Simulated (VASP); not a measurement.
# Si2Ni (Fm-3m) in VASP: notebook, part 2 of 2

VASP 6.6.1. The steps go on from the part before.

## (3) Single point, PBE+D3(BJ), collinear spin (13.19 Å³/atom)

This run uses another cell than the first one, of 13.19 Å³/atom.

INCAR

```
SYSTEM = Si2Ni
  PREC = Accurate
  ENCUT = 520
  EDIFF = 1E-6
  ISMEAR = 0
  SIGMA = 0.05
  LREAL = .False.
  LASPH = .True.
  NELM = 150
  ALGO = Normal
  ISIF = 2
  LWAVE = .False.
  LCHARG = .True.
  ISPIN = 2
  MAGMOM = 0 0 0.05
  LORBIT = 11
  LMAXMIX = 4
  GGA = PE
  IVDW = 12
  LELF = .True.
  LVHAR = .True.
  NBANDS = 20
```

KPOINTS

```
Automatic mesh
0
Gamma
  8 8 8
  0 0 0
```

POSCAR

```
Si2Ni
1.0
    0.0000000000      2.7045571426      2.7045571426
    2.7045571426      0.0000000000      2.7045571426
    2.7045571426      2.7045571426      0.0000000000
Si Ni
2 1
Direct
    0.2500000000      0.2500000000      0.2500000000
    0.7500000000      0.7500000000      0.7500000000
    0.0000000000      0.0000000000      0.0000000000
```

Potentials or basis: VASP PAW PBE potentials, release 64 (Si, Ni).

Command:

```console
cat potpaw_PBE.64/Si/POTCAR potpaw_PBE.64/Ni/POTCAR > POTCAR
mpirun -np 1 vasp_std > vasp.out
```

OUTCAR:

```text
SYSTEM = Si2Ni
   PREC = Accurate
   ENCUT = 520
   EDIFF = 1E-6
   ISMEAR = 0
   LREAL = .False.
   LASPH = .True.
   NELM = 150
   ISIF = 2
   ISPIN = 2
   LORBIT = 11
   GGA = PE
   IVDW = 12
 IVDW          = 12

 ion  position               nearest neighbor table
   1  0.250  0.250  0.250-   3 2.34   3 2.34   3 2.34   3 2.34   2 2.70   2 2.70   2 2.70   2 2.70
                             2 2.70   2 2.70
   2  0.750  0.750  0.750-   3 2.34   3 2.34   3 2.34   3 2.34   1 2.70   1 2.70   1 2.70   1 2.70
                             1 2.70   1 2.70
   3  0.000  0.000  0.000-   2 2.34   2 2.34   2 2.34   1 2.34   1 2.34   1 2.34   2 2.34   1 2.34

  LATTYP: Found a face centered cubic cell.
 ALAT       =     5.4091142852

  Lattice vectors:

 A1 = (   0.0000000000,   2.7045571426,   2.7045571426)
 A2 = (   2.7045571426,   0.0000000000,   2.7045571426)
 A3 = (   2.7045571426,   2.7045571426,   0.0000000000)

Analysis of symmetry for initial positions (statically):
=====================================================================
 Subroutine PRICEL returns:
 Original cell was already a primitive cell.

 Routine SETGRP: Setting up the symmetry group for a
 face centered cubic supercell.

 Subroutine GETGRP returns: Found 48 space group operations
 (whereof 48 operations were pure point group operations)
 out of a pool of 48 trial point group operations.

The static configuration has the point symmetry O_h .

Analysis of symmetry for dynamics (positions and initial velocities):
=====================================================================
 Subroutine PRICEL returns:
 Original cell was already a primitive cell.

 Routine SETGRP: Setting up the symmetry group for a
 face centered cubic supercell.

 Subroutine GETGRP returns: Found 48 space group operations
 (whereof 48 operations were pure point group operations)
 out of a pool of 48 trial point group operations.

The dynamic configuration has the point symmetry O_h .

Analysis of structural, dynamic, and magnetic symmetry:
=====================================================================
 Subroutine PRICEL returns:
 Original cell was already a primitive cell.

 Routine SETGRP: Setting up the symmetry group for a
 face centered cubic supercell.

 Subroutine GETGRP returns: Found 48 space group operations
 (whereof 48 operations were pure point group operations)
 out of a pool of 48 trial point group operations.

The overall configuration has the point symmetry O_h .

 Subroutine INISYM returns: Found 48 space group operations
 (whereof 48 operations are pure point group operations),
 and found     1 'primitive' translations

----------------------------------------------------------------------------------------

                                     Primitive cell

  volume of cell :      39.5657

  direct lattice vectors                    reciprocal lattice vectors
     0.000000000  2.704557143  2.704557143    -0.184873151  0.184873151  0.184873151
     2.704557143  0.000000000  2.704557143     0.184873151 -0.184873151  0.184873151
     2.704557143  2.704557143  0.000000000     0.184873151  0.184873151 -0.184873151

  length of vectors
     3.824821391  3.824821391  3.824821391     0.320209690  0.320209690  0.320209690

  position of ions in fractional coordinates (direct lattice)
     0.250000000  0.250000000  0.250000000
     0.750000000  0.750000000  0.750000000
     0.000000000  0.000000000  0.000000000

  ion indices of the primitive-cell ions
   primitive index   ion index
[... 76 lines left out ...]
   LREAL  =      F    real-space projection
   EDIFFG = 0.1E-04   stopping-criterion for IOM
   NSW    =      0    number of steps for IOM
   IBRION =     -1    ionic relax: 0-MD 1-quasi-New 2-CG
   NFREE  =      0    steps in history (QN), initial steepest desc. (CG)
   ISIF   =      2    stress and relaxation
   ISYM   =      2    0-nonsym 1-usesym 2-fastsym
   POTIM  = 0.5000    time-step for ionic-motion
   TEBEG  =    0.0;   TEEND  =   0.0 temperature during run
   PSTRESS=    0.0 pullay stress
   NELECT =      18.0000    total number of electrons
   NUPDOWN=      -1.0000    fix difference up-down
   EMIN   =  10.00;   EMAX   =-10.00  energy-range for DOS
   EFERMI =   0.00;   METHOD = LEGACY
   ISMEAR =     0;   SIGMA  =   0.05  broadening in eV -4-tet -1-fermi 0-gaus
   EFERMI_NEDOS =   21; number of points for ismear=-14 and -15
   IALGO  =     38    algorithm
   IMIX   =      4    mixing-type and parameters
     AMIX     =   0.40;   BMIX     =  1.00
     AMIX_MAG =   1.60;   BMIX_MAG =  1.00
  volume/ion in A,a.u.               =      13.19        89.00
  Fermi-wavevector in a.u.,A,eV,Ry     =   1.259098  2.379350 21.569691  1.585328
  Thomas-Fermi vector in A             =   2.392675
   LORBIT       =     11    0 simple, 1 ext, 2 COOP (PROOUT), +10 PAW based schemes
   GGA     = PE    functional components
   LHFCALC =     F    Hartree Fock is set to
   AEXX    =    0.0000 exact exchange contribution
   IVDW    =    12    specifies the selected vdW correction
   LEPSILON=     F    determine dielectric tensor
   LRPA    =     F    only Hartree local field effects (RPA)
 spin polarized calculation
 Gauss-broadening in eV      SIGMA  =   0.05
  energy-cutoff  :      520.00
  volume of cell :       39.57
 maximum number of plane-waves:      1090
   NGX = 15   NGY = 15   NGZ = 15

 number of electron      18.0000000 magnetization      -0.0000117

 number of electron      18.0000000 magnetization       0.0000188

 Free energy of the ion-electron system (eV)
  ---------------------------------------------------
  ext. energy  EPLUGINS =         0.00000000
  ---------------------------------------------------
  free energy    TOTEN  =       -17.35586357 eV

  energy without entropy =      -17.35334426  energy(sigma->0) =      -17.35460392

 E-fermi :  10.3129     XC(G=0): -11.5786

 val. band max:       10.2974921536   @ k =   0.2500   0.0000   0.0000
 cond. band min:      10.3637666421   @ k =   0.3750   0.2500   0.0000
 fundamental gap:      0.0662744885
 Fermi energy:        10.3129142453

 spin component 1

 k-point     1 :       0.0000    0.0000    0.0000
  band No.  band energies     occupation
      1      -3.4076      1.00000
      2       5.2253      1.00000
      3       5.2253      1.00000
      4       5.2253      1.00000
      5       6.9085      1.00000
      6       6.9085      1.00000
[... 541 lines left out ...]
     19      24.4698      0.00000
     20      25.0895      0.00000

 [... further k-points ...]

 spin component 2

 k-point     1 :       0.0000    0.0000    0.0000
  band No.  band energies     occupation
      1      -3.4076      1.00000
      2       5.2253      1.00000
      3       5.2253      1.00000
      4       5.2253      1.00000
      5       6.9084      1.00000
      6       6.9084      1.00000
[... 541 lines left out ...]
     19      24.4699      0.00000
     20      25.0895      0.00000

 [... further k-points ...]

------------------------ aborting loop because EDIFF is reached ----------------------------------------

 Edisp (eV)   -1.33299

 E8    (eV) :    -0.5587

  FORCE on cell =-STRESS in cart. coord.  units (eV):
  Direction    XX          YY          ZZ          XY          YZ          ZX
  --------------------------------------------------------------------------------------
  -------------------------------------------------------------------------------------
  Total      -0.70146    -0.70146    -0.70146     0.00000     0.00000     0.00000
  in kB     -28.40519   -28.40519   -28.40519     0.00000     0.00000     0.00000
  external pressure =      -28.41 kB  Pullay stress =        0.00 kB

 VOLUME and BASIS-vectors are now :
 -----------------------------------------------------------------------------
  energy-cutoff  :      520.00
  volume of cell :       39.57
      direct lattice vectors                 reciprocal lattice vectors
     0.000000000  2.704557143  2.704557143    -0.184873151  0.184873151  0.184873151
     2.704557143  0.000000000  2.704557143     0.184873151 -0.184873151  0.184873151
     2.704557143  2.704557143  0.000000000     0.184873151  0.184873151 -0.184873151

 POSITION                                       TOTAL-FORCE (eV/Angst)
 -----------------------------------------------------------------------------------
      1.35228      1.35228      1.35228         0.000000      0.000000      0.000000
      4.05684      4.05684      4.05684        -0.000000     -0.000000     -0.000000
      0.00000      0.00000      0.00000        -0.000000      0.000000      0.000000
 -----------------------------------------------------------------------------------
    total drift:                               -0.000000     -0.000000      0.000000

  FREE ENERGIE OF THE ION-ELECTRON SYSTEM (eV)
  ---------------------------------------------------
  free  energy   TOTEN  =       -18.6888525429 eV

  energy  without entropy=      -18.6863332295  energy(sigma->0) =      -18.68759289

 total charge

# of ion       s       p       d       tot
------------------------------------------
    1        0.738   0.845   0.000   1.584
    2        0.738   0.845   0.000   1.584
    3        0.558   0.803   8.442   9.803
--------------------------------------------------
tot          2.035   2.494   8.442  12.970

 magnetization (x)

# of ion       s       p       d       tot
------------------------------------------
    1        0.000  -0.000   0.000  -0.000
    2        0.000  -0.000   0.000  -0.000
    3        0.000  -0.000  -0.000  -0.000
--------------------------------------------------
tot          0.000  -0.000  -0.000  -0.000
```

stdout:

```text
POSCAR found type information on POSCAR SiNi
 POSCAR found :  2 types and       3 ions
 scaLAPACK will be used
 LDA part: xc-table for (Slater+PW92), standard interpolation
 POSCAR, INCAR and KPOINTS ok, starting setup
 FFT: planning ... GRIDC
 FFT: planning ... GRID_SOFT
 FFT: planning ... GRID
 WAVECAR not read
 entering main loop
```

It took 79 s on 1 thread of Intel Xeon 8259CL, shared host; peak memory 0.2 GiB.

Results:

```
Free energy                                           : -18.6889 eV
Pressure                                              : -2.8 GPa
Band gap on the k mesh                                : zero (filled and empty bands overlap)
Net moment                                            : 0.00 μB per cell
Valence electrons inside the program's atomic spheres : Si 1.58; Ni 9.80
Dispersion energy per atom                            : -0.444 eV
```

Levels at points of the mesh, in eV from the Fermi level:
Spin up:
| k point | band 7 | band 8 | band 9 | band 10 | band 11 | band 12 |
| --- | --- | --- | --- | --- | --- | --- |
| (0.00, 0.00, 0.00) | -0.20 | 1.80 | 1.80 | 1.80 | 2.40 | 2.40 |
| (0.50, 0.00, 0.00) | -3.22 | -1.33 | -1.33 | 1.90 | 1.91 | 1.91 |
| (0.50, 0.50, 0.00) | -3.49 | -3.32 | -3.00 | -0.33 | 1.53 | 7.85 |
Spin down:
```
           k point  band 6  band 7  band 8  band 9  band 10  band 11  band 12  band 13
(0.00, 0.00, 0.00)   -3.40   -0.20    1.80    1.80     1.80     2.40     2.40     2.40
(0.50, 0.00, 0.00)   -3.22   -3.22   -1.33   -1.33     1.90     1.91     1.91     2.71
(0.50, 0.50, 0.00)   -3.49   -3.49   -3.32   -3.00    -0.33     1.53     7.85     8.41
```
